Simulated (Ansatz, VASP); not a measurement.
SnGe2: VASP beside Ansatz

```
Sn Ge
1.0
     4.03922    0.00000    0.00000
    -2.01961    3.49807    0.00000
     0.00000    0.00000    9.99917
Sn Ge
2 4
Direct
  0.33333 0.66667 0.99820
  0.66667 0.33333 0.49820
  0.66667 0.33333 0.18785
  0.00000 0.00000 0.31395
  0.33333 0.66667 0.68785
  0.00000 0.00000 0.81395
```

Alike in both runs: task relaxation of cell and atoms; functional PBE; k mesh 12 × 12 × 4; occupations gaussian, width 0.1 eV; no spin polarisation.

|  | VASP | Ansatz |
| --- | --- | --- |
| version | VASP 6.6.1 | Ansatz 0.2.0 |
| potentials or method | VASP PAW PBE potentials, release 64 (Sn_d, Ge_d), cutoff 600 eV | scalar-relativistic, plane waves, PAW |
| valence electrons in the cell | 84 | 84 |

Ansatz gave:

* gap on the k mesh at the Fermi level, each at its own relaxed structure (eV): none
* relaxed volume (Å³/atom): 23.73
* relaxed length of the cell vector where the two differ most in proportion (Å): 3.970

Q: What did VASP give for the same quantities?

A: gap on the k mesh at the Fermi level, each at its own relaxed structure (eV): none; relaxed volume (Å³/atom): 23.72; relaxed length of the cell vector where the two differ most in proportion (Å): 3.969.

A gap of «none» marks a metal or a gap that the smearing closes.
